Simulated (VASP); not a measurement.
# InP (F-43m) in VASP: notebook, part 2 of 2

VASP 6.6.1. The steps go on from the part before.

### Step 3. Relaxation of cell and atoms, PBEsol+D4

Input file INCAR:

```
PREC     = Accurate       # precision mode
ENCUT    = 600            # plane-wave cutoff, eV
EDIFF    = 1E-6           # SCF threshold, eV
ISMEAR   = -1             # smearing method
SIGMA    = 0.05           # smearing width, eV
LREAL    = False          # projectors in reciprocal space
LASPH    = True           # aspherical terms in the spheres
NELM     = 80             # most SCF steps
ALGO     = Normal         # electronic algorithm
ISIF     = 3              # what is computed and relaxed
LWAVE    = False          # write WAVECAR
LCHARG   = False          # write CHGCAR
GGA      = PS             # functional
IVDW     = 13             # dispersion correction
IBRION   = 2              # ionic algorithm
NSW      = 80             # ionic steps
EDIFFG   = -0.01          # ionic threshold
```

Input file KPOINTS:

```
regular mesh
0
Gamma
  8 8 8
```

Input file POSCAR:

```
InP
1.0
    0.0000000000      2.9305000000      2.9305000000
    2.9305000000      0.0000000000      2.9305000000
    2.9305000000      2.9305000000      0.0000000000
In P
1 1
Direct
    0.0000000000      0.0000000000      0.0000000000
    0.7500000000      0.7500000000      0.7500000000
```

Potentials or basis: VASP PAW PBE potentials, release 64 (In_d, P).

Started as:

```sh
> cat potpaw_PBE.64/In_d/POTCAR potpaw_PBE.64/P/POTCAR > POTCAR
> mpirun -np 1 vasp_std > vasp.out
```

OUTCAR:

```text
PREC = Accurate
   ENCUT = 600
   EDIFF = 1E-6
   ISMEAR = -1
   LREAL = False
   LASPH = True
   NELM = 80
   ISIF = 3
   GGA = PS
   IVDW = 13
   IBRION = 2
   NSW = 80
   EDIFFG = -0.01

 ion  position               nearest neighbor table
   1  0.000  0.000  0.000-   2 2.54   2 2.54   2 2.54   2 2.54
   2  0.750  0.750  0.750-   1 2.54   1 2.54   1 2.54   1 2.54

  LATTYP: Found a face centered cubic cell.
 ALAT       =     5.8610000000

  Lattice vectors:

 A1 = (   0.0000000000,   2.9305000000,   2.9305000000)
 A2 = (   2.9305000000,   0.0000000000,   2.9305000000)
 A3 = (   2.9305000000,   2.9305000000,   0.0000000000)

Analysis of symmetry for initial positions (statically):
=====================================================================
 Subroutine PRICEL returns:
 Original cell was already a primitive cell.

 Routine SETGRP: Setting up the symmetry group for a
[... 255 lines left out ...]
  free energy    TOTEN  =        -9.15177194 eV

  energy without entropy =       -9.15176422  energy(sigma->0) =       -9.15176808

 E-fermi :   5.5469     XC(G=0):  -9.5163

 val. band max:        5.1859370313   @ k =   0.0000   0.0000   0.0000
 cond. band min:       5.8460691131   @ k =   0.0000   0.0000   0.0000
 fundamental gap:      0.6601320818
 Fermi energy:         5.5468761111

 k-point     1 :       0.0000    0.0000    0.0000
  band No.  band energies     occupation
      1      -8.9825      2.00000
      2      -8.9825      2.00000
      3      -8.9825      2.00000
      4      -8.8235      2.00000
      5      -8.8235      2.00000
      6      -6.4213      2.00000
      7       5.1859      1.99854
      8       5.1859      1.99854
      9       5.1859      1.99854
     10       5.8461      0.00503
     11       9.2008      0.00000
     12       9.2008      0.00000
     13       9.2008      0.00000
[... 354 lines left out ...]
  band No.  band energies     occupation
      1      -9.1224      2.00000
      2      -8.9319      2.00000
      3      -8.9108      2.00000
      4      -8.8297      2.00000
      5      -8.8100      2.00000
      6      -4.3152      2.00000
      7      -0.4623      2.00000
      8       2.4147      2.00000
      9       3.5038      2.00000
     10       8.3136      0.00000
     11       9.2531      0.00000
     12      11.0221      0.00000
     13      12.3479      0.00000

 [... further k-points ...]

------------------------ aborting loop because EDIFF is reached ----------------------------------------

  DFT-D4 for vdW energy calculation

  Edisp (eV):   -0.39939
[... 25 lines left out ...]
  FREE ENERGIE OF THE ION-ELECTRON SYSTEM (eV)
  ---------------------------------------------------
  free  energy   TOTEN  =        -9.5511603673 eV

  energy  without entropy=       -9.5511526534  energy(sigma->0) =       -9.55115651

 reached required accuracy - stopping structural energy minimisation
```

It took 32 s on 1 thread of Intel Xeon 6975P-C (Granite Rapids), shared host; peak memory 0.22 GiB.

Results:

```yaml
Free_energy: -9.5512 eV
Relaxed_volume: 24.95 Å³/atom
Relaxed_cell: a = 4.133 Å, b = 4.133 Å, c = 4.133 Å, α = 60.00°, β = 60.00°, γ = 60.00°
Space_group_after_relaxing_to_0.05_Å: F-43m (No. 216)
Energy_gained_by_relaxing: 0.4 meV/atom
Ionic_steps: 3
Pressure_after_relaxing: 0.0 GPa
Band_gap_on_the_k_mesh: 0.66 eV, direct
Dispersion_energy_per_atom: -0.200 eV
```

The path:
```tsv
step	energy change (eV)	largest force (eV/Å)	pressure (GPa)	volume (Å³)
1	0.0000	0.0000	-0.58	50.33
2	-0.0005	0.0000	0.35	49.67
3	-0.0008	0.0000	0.02	49.91
```

Final structure:
```yaml
crystal:
  lattice:
    - [0.00000, 2.92221, 2.92221]
    - [2.92221, 0.00000, 2.92221]
    - [2.92221, 2.92221, 0.00000]
  atoms:
    - { symbol: In, position: [0.00000, 0.00000, 0.00000] }
    - { symbol: P, position: [0.75000, 0.75000, 0.75000] }
```

Caveat: the PAW data sets were made with another functional, which shifts forces and pressure a little; spin-orbit coupling is left out, which moves the levels of the heavy elements.

### Step 4. Single point, PBE, non-collinear spin, zero start, spin-orbit coupling

Input file INCAR:

```
PREC = Accurate
ENCUT = 520
EDIFF = 1E-7
ISMEAR = -1
SIGMA = 0.05
LREAL = False
LASPH = True
NELM = 150
ALGO = Normal
ISIF = 2
LWAVE = False
LCHARG = True
MAGMOM = 0 0 0 0 0 0
LORBIT = 11
LSORBIT = True
GGA_COMPAT = False
LORBMOM = True
GGA = PE
LVHAR = True
NBANDS = 30
```

Input file KPOINTS:

```
regular mesh
0
Gamma
  6 6 6
```

POSCAR is that of step 3.

Started as:

```sh
> cat potpaw_PBE.64/In_d/POTCAR potpaw_PBE.64/P/POTCAR > POTCAR
> mpirun -np 1 vasp_ncl > vasp.out
```

It took 43 s on 1 thread of Intel Xeon 6975P-C (Granite Rapids), shared host; peak memory 0.31 GiB.

It converged, with:

```yaml
Free_energy: -8.4062 eV
Pressure: 3.2 GPa
Net_moment: 0.00 μB per cell
Valence_electrons_inside_the_program's_atomic_spheres: In 11.50; P 2.53
```

Moments on the atoms (μB; x, y, z):
```
In  0.00 0.00 0.00
P   0.00 0.00 0.00
```

### Step 5. Single point, PBEsol, non-collinear spin, zero start, spin-orbit coupling

Input file INCAR:

```
PREC = Accurate
ENCUT = 520
EDIFF = 1E-6
ISMEAR = 0
SIGMA = 0.01
LREAL = False
LASPH = True
NELM = 150
ALGO = Normal
ISIF = 2
LWAVE = False
LCHARG = False
MAGMOM = 0 0 0 0 0 0
LORBIT = 11
LSORBIT = True
GGA_COMPAT = False
LORBMOM = True
GGA = PS
NBANDS = 30
```

Input file KPOINTS:

```
Automatic mesh
0
Gamma
  8 8 8
```

POSCAR is that of step 4.

Started as:

```sh
> cat potpaw_PBE.64/In_d/POTCAR potpaw_PBE.64/P/POTCAR > POTCAR
> mpirun -np 1 vasp_ncl > vasp.out
```

Run time: 73 s. Hardware: 1 thread of Intel Xeon 6975P-C (Granite Rapids), shared host; peak memory 0.33 GiB.

Results (log left out):

| Item | Value |
| --- | --- |
| Free energy | -9.1903 eV |
| Pressure | 0.5 GPa |
| Net moment | 0.00 μB per cell |
| Valence electrons inside the program's atomic spheres | In 11.51; P 2.51 |

Moments on the atoms (μB; x, y, z):
```
In  0.00 0.00 0.00
P   0.00 0.00 0.00
```

Caveat: the PAW data sets were made with another functional, which shifts forces and pressure a little.

### Step 6. The runs side by side

```csv
task,level,spin,cell,k mesh,cutoff (eV),smearing,gap on the mesh (eV),pressure (GPa),moment (μB),relaxed volume (Å³/atom)
relaxation of cell and atoms,RPBE+D4,off,relaxed,8 × 8 × 8,600,fermi-dirac 0.05 eV,0.78,0.0,-,25.48
relaxation of cell and atoms,PBEsol+D4,off,relaxed,8 × 8 × 8,600,fermi-dirac 0.05 eV,0.66,0.0,-,24.95
single point,PBE,"non-collinear, zero start, SOC",as given,6 × 6 × 6,520,fermi-dirac 0.05 eV,-,3.2,0.00,-
single point,PBEsol,"non-collinear, zero start, SOC",as given,8 × 8 × 8,520,gaussian 0.01 eV,-,0.5,0.00,-
```

Alike in all rows: potentials or basis VASP PAW PBE potentials, release 64 (In_d, P).

Caveats: the PAW data sets were made with another functional, which shifts forces and pressure a little (some runs); spin-orbit coupling is left out, which moves the levels of the heavy elements (some runs).

Absolute energies hang on the potentials; compare differences alone.
